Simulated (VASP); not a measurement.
Set up this calculation in VASP 6.6.1, as the native input.

| Item | Value |
| --- | --- |
| Task | single point |
| Functional | PBE |
| Dispersion | D3(BJ) |
| Potentials or basis | VASP PAW PBE potentials, release 64 (I, Cu) |
| Cutoff | 520 eV |
| k mesh | 8 × 8 × 8 |
| Occupations | fermi-dirac, width 0.05 eV |
| Spin | no spin polarisation |
| Dipole correction | no |
| Further INCAR settings | ALGO = Normal; EDIFF = 1e-06; NBANDS = 16 |

The structure of CuI lies in POSCAR:

```
CuI
1.0
    0.0000000000      2.9859197076      2.9859197076
    2.9859197076      0.0000000000      2.9859197076
    2.9859197076      2.9859197076      0.0000000000
I Cu
1 1
Direct
    0.0000000000      0.0000000000      0.0000000000
    0.7500000000      0.7500000000      0.7500000000
```

One way to write it, as run:

INCAR

```
PREC     = Accurate       # precision mode
ENCUT    = 520            # plane-wave cutoff, eV
EDIFF    = 1E-6           # SCF threshold, eV
ISMEAR   = -1             # smearing method
SIGMA    = 0.05           # smearing width, eV
LREAL    = False          # projectors in reciprocal space
LASPH    = True           # aspherical terms in the spheres
NELM     = 100            # most SCF steps
ALGO     = Normal         # electronic algorithm
ISIF     = 2              # what is computed and relaxed
LWAVE    = False          # write WAVECAR
LCHARG   = True           # write CHGCAR
GGA      = PE             # functional
IVDW     = 12             # dispersion correction
LELF     = True           # ELF
LVHAR    = True         
NBANDS   = 16             # bands
```

KPOINTS

```
Automatic mesh
0
Gamma
  8 8 8
```

Potentials or basis: VASP PAW PBE potentials, release 64 (I, Cu).

Run with:

```bash
$ cat potpaw_PBE.64/I/POTCAR potpaw_PBE.64/Cu/POTCAR > POTCAR
$ mpirun -np 1 vasp_std > vasp.out
```

It gave:

```yaml
Pressure: -0.1 GPa
Band_gap_on_the_k_mesh: 1.27 eV
Dispersion_energy_per_atom: -0.360 eV
```

Caveat: spin-orbit coupling is left out, which moves the levels of the heavy elements.

Wall time 10 s on 1 thread of Intel(R) Xeon(R) 6975P-C (Granite Rapids), on a shared host, peak memory 0.19 GiB.
